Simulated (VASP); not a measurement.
# Al2O3 (Pnnm) in VASP: notebook

The runs below take Al2O3 through single point, relaxation of cell and atoms, with PBE, PBE+D3(BJ), BLYP, RPBE+D4.

Everything below comes from runs of VASP 6.6.1. Logs are shortened: lines on timing, memory, paths and dates and some standing lists are left out, and cuts for length are marked.

### 1 The cell of the first run

The structure is orthorhombic, space group Pnnm (No. 58). Conventional cell: a = 4.713 Å, b = 9.704 Å, c = 3.026 Å, α = 90.00°, β = 90.00°, γ = 90.00°. Within 2.2 Å of Al (site symmetry m) lie 4 O at 1.68 to 1.82 Å. Within 2.2 Å of O (site symmetry 2/m) lie 2 Al at 1.68 Å. O (site symmetry m) has 3 Al at 1.81 to 1.82 Å within 2.4 Å.

### 2 Single point, PBE

File INCAR:

```
SYSTEM = Al2O3
ALGO = Normal ; EDIFF = 1E-7
ENCUT = 520 ; GGA = PE
ISIF = 2 ; ISMEAR = -1
LASPH = .TRUE. ; LCHARG = .FALSE.
LREAL = .FALSE. ; LWAVE = .FALSE.
NBANDS = 35 ; NELM = 80
PREC = Accurate ; SIGMA = 0.05
```

File KPOINTS:

```
k-points
0
G
  6 3 9
  0 0 0
```

File POSCAR:

```
Al2O3
1.0
    4.7134307111      0.0000000000      0.0000000000
    0.0000000000      9.7040314751      0.0000000000
    0.0000000000      0.0000000000      3.0258746891
Al O
4 6
Direct
    1.0675908731      0.8295142522      0.0000000000
   -0.0675908731      0.1704857478      0.0000000000
    0.5675908731      0.6704857478      0.5000000000
    0.4324091269      0.3295142522      0.5000000000
    0.5000000000      0.5000000000      0.5000000000
    0.2445848487      0.7728595448      0.5000000000
    0.2554151513      0.2728595448      0.0000000000
    0.7445848487      0.7271404552      0.0000000000
    0.0000000000      0.0000000000      0.0000000000
    0.7554151513      0.2271404552      0.5000000000
```

Potentials or basis: VASP PAW PBE potentials, release 64 (Al, O).

Started as:

```
$ cat potpaw_PBE.64/Al/POTCAR potpaw_PBE.64/O/POTCAR > POTCAR
$ mpirun -np 1 vasp_std > vasp.out
```

OUTCAR:

```text
SYSTEM = Al2O3
   EDIFF = 1E-7
   ENCUT = 520
   GGA = PE
   ISIF = 2
   ISMEAR = -1
   LASPH = .TRUE.
   LREAL = .FALSE.
   NELM = 80
   PREC = Accurate

 ion  position               nearest neighbor table
   1  0.068  0.830  0.000-   9 1.68   6 1.81   6 1.81   8 1.82   3 3.20   3 3.20   3 3.20   3 3.20

   2  0.932  0.170  0.000-   9 1.68  10 1.81  10 1.81   7 1.82   4 3.20   4 3.20   4 3.20   4 3.20

   3  0.568  0.670  0.500-   5 1.68   8 1.81   8 1.81   6 1.82   1 3.20   1 3.20   1 3.20   1 3.20

   4  0.432  0.330  0.500-   5 1.68   7 1.81   7 1.81  10 1.82   2 3.20   2 3.20   2 3.20   2 3.20

   5  0.500  0.500  0.500-   3 1.68   4 1.68
   6  0.245  0.773  0.500-   1 1.81   1 1.81   3 1.82
   7  0.255  0.273  0.000-   4 1.81   4 1.81   2 1.82
   8  0.745  0.727  0.000-   3 1.81   3 1.81   1 1.82
   9  0.000  0.000  0.000-   1 1.68   2 1.68
  10  0.755  0.227  0.500-   2 1.81   2 1.81   4 1.82

  LATTYP: Found a simple orthorhombic cell.
 ALAT       =     3.0258746891
 B/A-ratio  =     1.5577084960
 C/A-ratio  =     3.2070169694

  Lattice vectors:

 A1 = (   0.0000000000,   0.0000000000,   3.0258746891)
 A2 = (   4.7134307111,   0.0000000000,   0.0000000000)
 A3 = (   0.0000000000,   9.7040314751,   0.0000000000)

Analysis of symmetry for initial positions (statically):
=====================================================================
 Subroutine PRICEL returns:
 Original cell was already a primitive cell.

 Routine SETGRP: Setting up the symmetry group for a
 simple orthorhombic supercell.

 Subroutine GETGRP returns: Found  8 space group operations
 (whereof  4 operations were pure point group operations)
 out of a pool of  8 trial point group operations.

The static configuration has the point symmetry C_2h.
 The point group associated with its full space group is D_2h.

Analysis of symmetry for dynamics (positions and initial velocities):
=====================================================================
 Subroutine PRICEL returns:
 Original cell was already a primitive cell.

 Routine SETGRP: Setting up the symmetry group for a
 simple orthorhombic supercell.

 Subroutine GETGRP returns: Found  8 space group operations
 (whereof  4 operations were pure point group operations)
 out of a pool of  8 trial point group operations.

The dynamic configuration has the point symmetry C_2h.
 The point group associated with its full space group is D_2h.

 Subroutine INISYM returns: Found  8 space group operations
 (whereof  4 operations are pure point group operations),
 and found     1 'primitive' translations

----------------------------------------------------------------------------------------

                                     Primitive cell

  volume of cell :     138.4013

  direct lattice vectors                    reciprocal lattice vectors
     4.713430711  0.000000000  0.000000000     0.212159690  0.000000000  0.000000000
     0.000000000  9.704031475  0.000000000     0.000000000  0.103049954  0.000000000
     0.000000000  0.000000000  3.025874689     0.000000000  0.000000000  0.330482952

  length of vectors
     4.713430711  9.704031475  3.025874689     0.212159690  0.103049954  0.330482952

  position of ions in fractional coordinates (direct lattice)
     0.067590873  0.829514252  0.000000000
     0.932409127  0.170485748  0.000000000
     0.567590873  0.670485748  0.500000000
     0.432409127  0.329514252  0.500000000
     0.500000000  0.500000000  0.500000000
     0.244584849  0.772859545  0.500000000
     0.255415151  0.272859545  0.000000000
     0.744584849  0.727140455  0.000000000
     0.000000000  0.000000000  0.000000000
     0.755415151  0.227140455  0.500000000

  ion indices of the primitive-cell ions
   primitive index   ion index
                 1           1
                 2           2
                 3           3
                 4           4
                 5           5
                 6           6
                 7           7
                 8           8
                 9           9
                10          10

----------------------------------------------------------------------------------------

 KPOINTS: k-points

Automatic generation of k-mesh.
 Grid dimensions read from file:
 generate k-points for:    6    3    9

 Generating k-lattice:

  Cartesian coordinates                     Fractional coordinates (reciprocal lattice)
     0.035359948  0.000000000  0.000000000     0.166666667  0.000000000  0.000000000
     0.000000000  0.034349985  0.000000000     0.000000000  0.333333333  0.000000000
     0.000000000  0.000000000  0.036720328     0.000000000  0.000000000  0.111111111

  Length of vectors
     0.035359948  0.034349985  0.036720328

  Shift w.r.t. Gamma in fractional coordinates (k-lattice)
     0.000000000  0.000000000  0.000000000

 Subroutine IBZKPT returns following result:
 ===========================================

 Found     40 irreducible k-points:

 Following reciprocal coordinates:
            Coordinates               Weight
  0.000000  0.000000  0.000000      1.000000
  0.166667  0.000000  0.000000      2.000000
  0.333333  0.000000  0.000000      2.000000
  0.500000  0.000000  0.000000      1.000000
  0.000000  0.333333  0.000000      2.000000
  0.166667  0.333333  0.000000      4.000000
[... 16 lines left out ...]
  0.333333  0.333333  0.222222      8.000000
  0.500000  0.333333  0.222222      4.000000
 [... further k-points ...]
   k-points           NKPTS =     40   k-points in BZ     NKDIM =     40   number of bands    NBANDS=     35
   number of dos      NEDOS =    301   number of ions     NIONS =     10
   total plane-waves  NPLWV =  62208
   dimension x,y,z NGX =    36 NGY =   72 NGZ =   24
   dimension x,y,z NGXF=    72 NGYF=  144 NGZF=   48
   ions per type =               4   6
   NGX,Y,Z   is equivalent  to a cutoff of  12.70, 12.33, 13.19 a.u.
   NGXF,Y,Z  is equivalent  to a cutoff of  25.39, 24.67, 26.37 a.u.
 SYSTEM =  Al2O3
   PREC   = accura    normal or accurate (medium, high low for compatibility)
   ISTART =      0    job   : 0-new  1-cont  2-samecut
   ICHARG =      2    charge: 1-file 2-atom 10-const
   ISPIN  =      1    spin polarized calculation?
   LNONCOLLINEAR =      F non collinear calculations
   LSORBIT =      F    spin-orbit coupling
   LASPH  =      T    aspherical Exc in radial PAW
   ENCUT  =  520.0 eV  38.22 Ry    6.18 a.u.   8.76 18.04  5.63*2*pi/ulx,y,z
   NELM   =     80;   NELMIN=  2; NELMDL= -5     # of ELM steps
   EDIFF  = 0.1E-06   stopping-criterion for ELM
   LREAL  =      F    real-space projection
   EDIFFG = 0.1E-05   stopping-criterion for IOM
   NSW    =      0    number of steps for IOM
   IBRION =     -1    ionic relax: 0-MD 1-quasi-New 2-CG
   NFREE  =      0    steps in history (QN), initial steepest desc. (CG)
   ISIF   =      2    stress and relaxation
   ISYM   =      2    0-nonsym 1-usesym 2-fastsym
   POTIM  = 0.5000    time-step for ionic-motion
   TEBEG  =    0.0;   TEEND  =   0.0 temperature during run
   PSTRESS=    0.0 pullay stress
   NELECT =      48.0000    total number of electrons
   NUPDOWN=      -1.0000    fix difference up-down
   EMIN   =  10.00;   EMAX   =-10.00  energy-range for DOS
   EFERMI =   0.00;   METHOD = LEGACY
   ISMEAR =    -1;   SIGMA  =   0.05  broadening in eV -4-tet -1-fermi 0-gaus
   EFERMI_NEDOS =   21; number of points for ismear=-14 and -15
   IALGO  =     38    algorithm
   IMIX   =      4    mixing-type and parameters
     AMIX     =   0.40;   BMIX     =  1.00
     AMIX_MAG =   1.60;   BMIX_MAG =  1.00
  volume/ion in A,a.u.               =      13.84        93.40
  Fermi-wavevector in a.u.,A,eV,Ry     =   1.150205  2.173572 18.000113  1.322971
  Thomas-Fermi vector in A             =   2.286870
   LORBIT       =      0    0 simple, 1 ext, 2 COOP (PROOUT), +10 PAW based schemes
   GGA     = PE    functional components
   LHFCALC =     F    Hartree Fock is set to
   AEXX    =    0.0000 exact exchange contribution
   IVDW    =     0    specifies the selected vdW correction
   LEPSILON=     F    determine dielectric tensor
   LRPA    =     F    only Hartree local field effects (RPA)
 non-spin polarized calculation
  energy-cutoff  :      520.00
  volume of cell :      138.40
 maximum number of plane-waves:      3760
 NGX is ok and might be reduce to    36
   NGX = 17   NGY = 37   NGZ = 11

 number of electron      48.0000006 magnetization

 Free energy of the ion-electron system (eV)
  ---------------------------------------------------
  ext. energy  EPLUGINS =         0.00000000
  ---------------------------------------------------
  free energy    TOTEN  =       -74.04196755 eV

  energy without entropy =      -74.04196755  energy(sigma->0) =      -74.04196755

 E-fermi :   3.1419     XC(G=0):  -8.7295

 val. band max:        1.9662174591   @ k =   0.0000   0.0000   0.0000
 cond. band min:       5.3680881276   @ k =   0.0000   0.0000   0.0000
 fundamental gap:      3.4018706685
 Fermi energy:         3.1419488630

 k-point     1 :       0.0000    0.0000    0.0000
  band No.  band energies     occupation
      1     -17.0915      2.00000
      2     -17.0178      2.00000
      3     -15.9185      2.00000
      4     -15.9010      2.00000
      5     -14.5324      2.00000
      6     -14.4044      2.00000
[... 27 lines left out ...]
     34      12.4481      0.00000
     35      13.8463      0.00000

 k-point     2 :       0.1667    0.0000    0.0000
  band No.  band energies     occupation
      1     -17.0242      2.00000
      2     -16.9518      2.00000
      3     -16.0133      2.00000
      4     -15.9863      2.00000
      5     -14.5170      2.00000
      6     -14.4089      2.00000
[... 27 lines left out ...]
     34      12.1073      0.00000
     35      13.5440      0.00000

 k-point     3 :       0.3333    0.0000    0.0000
  band No.  band energies     occupation
      1     -16.8339      2.00000
      2     -16.7662      2.00000
      3     -16.2553      2.00000
      4     -16.2110      2.00000
      5     -14.4832      2.00000
      6     -14.4234      2.00000
[... 27 lines left out ...]
     34      11.9250      0.00000
     35      13.0888      0.00000

 k-point     4 :       0.5000    0.0000    0.0000
  band No.  band energies     occupation
      1     -16.5571      2.00000
      2     -16.5571      2.00000
      3     -16.4984      2.00000
      4     -16.4984      2.00000
      5     -14.4489      2.00000
      6     -14.4489      2.00000
[... 27 lines left out ...]
     34      11.9827      0.00000
     35      13.0419      0.00000

 k-point     5 :       0.0000    0.3333    0.0000
  band No.  band energies     occupation
      1     -17.0739      2.00000
      2     -17.0371      2.00000
      3     -15.9137      2.00000
      4     -15.9048      2.00000
      5     -14.5005      2.00000
      6     -14.4365      2.00000
[... 638 lines left out ...]
 k-point    22 :       0.1667    0.3333    0.2222
  band No.  band energies     occupation
      1     -16.7442      2.00000
      2     -16.7150      2.00000
      3     -15.9415      2.00000
      4     -15.9349      2.00000
      5     -14.3950      2.00000
      6     -14.3478      2.00000
[... 27 lines left out ...]
     34      12.8264      0.00000
     35      12.9829      0.00000

 k-point    23 :       0.3333    0.3333    0.2222
  band No.  band energies     occupation
      1     -16.5875      2.00000
      2     -16.5611      2.00000
      3     -16.1250      2.00000
      4     -16.1108      2.00000
      5     -14.3774      2.00000
      6     -14.3509      2.00000
[... 27 lines left out ...]
     34      12.5213      0.00000
     35      12.9651      0.00000

 k-point    24 :       0.5000    0.3333    0.2222
  band No.  band energies     occupation
      1     -16.3725      2.00000
      2     -16.3725      2.00000
      3     -16.3317      2.00000
      4     -16.3317      2.00000
      5     -14.3607      2.00000
      6     -14.3607      2.00000
[... 27 lines left out ...]
     34      12.6043      0.00000
     35      12.7303      0.00000

 [... further k-points ...]

------------------------ aborting loop because EDIFF is reached ----------------------------------------

  FORCE on cell =-STRESS in cart. coord.  units (eV):
  Direction    XX          YY          ZZ          XY          YZ          ZX
  --------------------------------------------------------------------------------------
  -------------------------------------------------------------------------------------
  Total       -0.0933195      0.1142131     -0.1472073     -0.0000000      0.0000000      0.0000000
  in kB       -1.0802964      1.3221668     -1.7041183     -0.0000000      0.0000000      0.0000000
  external PRESSURE =      -0.4874160 kB  Pullay stress =       0.0000000 kB

 VOLUME and BASIS-vectors are now :
 -----------------------------------------------------------------------------
  energy-cutoff  :      520.00
  volume of cell :      138.40
      direct lattice vectors                 reciprocal lattice vectors
     4.713430711  0.000000000  0.000000000     0.212159690  0.000000000  0.000000000
     0.000000000  9.704031475  0.000000000     0.000000000  0.103049954  0.000000000
     0.000000000  0.000000000  3.025874689     0.000000000  0.000000000  0.330482952

 POSITION                                       TOTAL-FORCE (eV/Angst)
 -----------------------------------------------------------------------------------
      0.31858      8.04963      0.00000         0.002807     -0.025639      0.000000
      4.39485      1.65440      0.00000        -0.002807      0.025639      0.000000
      2.67530      6.50641      1.51294         0.002807      0.025639      0.000000
      2.03813      3.19762      1.51294        -0.002807     -0.025639      0.000000
      2.35672      4.85202      1.51294         0.000000      0.000000      0.000000
      1.15283      7.49985      1.51294         0.002293     -0.001843      0.000000
      1.20388      2.64784      0.00000        -0.002293     -0.001843     -0.000000
      3.50955      7.05619      0.00000         0.002293      0.001843      0.000000
      0.00000      0.00000      0.00000         0.000000      0.000000      0.000000
      3.56060      2.20418      1.51294        -0.002293      0.001843     -0.000000
 -----------------------------------------------------------------------------------
    total drift:                                0.000000      0.000000      0.000000

  FREE ENERGIE OF THE ION-ELECTRON SYSTEM (eV)
  ---------------------------------------------------
  free  energy   TOTEN  =       -74.0419675538 eV

  energy  without entropy=      -74.0419675538  energy(sigma->0) =      -74.04196755
```

Wall time 3.1 min (1 thread of AMD EPYC 7R43 (Zen 3), shared host); peak memory 0.27 GiB.

Results:

```
Free energy            : -74.0420 eV
Pressure               : 0.0 GPa
Largest force          : 0.026 eV/Å
Band gap on the k mesh : 3.40 eV
```

Forces in eV/Å, atoms in the order of the input:
```
Al   0.003 -0.026  0.000
Al  -0.003  0.026  0.000
Al   0.003  0.026  0.000
Al  -0.003 -0.026  0.000
O    0.000  0.000  0.000
O    0.002 -0.002  0.000
O   -0.002 -0.002  0.000
O    0.002  0.002  0.000
O    0.000  0.000  0.000
O   -0.002  0.002  0.000
```

Stress tensor (GPa, compression positive):
```
-0.11  0.00  0.00
 0.00  0.13  0.00
 0.00  0.00 -0.17
```

Levels at points of the mesh, in eV from the valence-band top:
```
           k point  band 22  band 23  band 24  band 25  band 26  band 27
(0.00, 0.00, 0.00)    -0.52    -0.06     0.00     3.40     5.02     6.37
(0.50, 0.00, 0.00)    -1.02    -0.02    -0.02     5.81     5.81     6.50
```

[end of part 1 of 2]
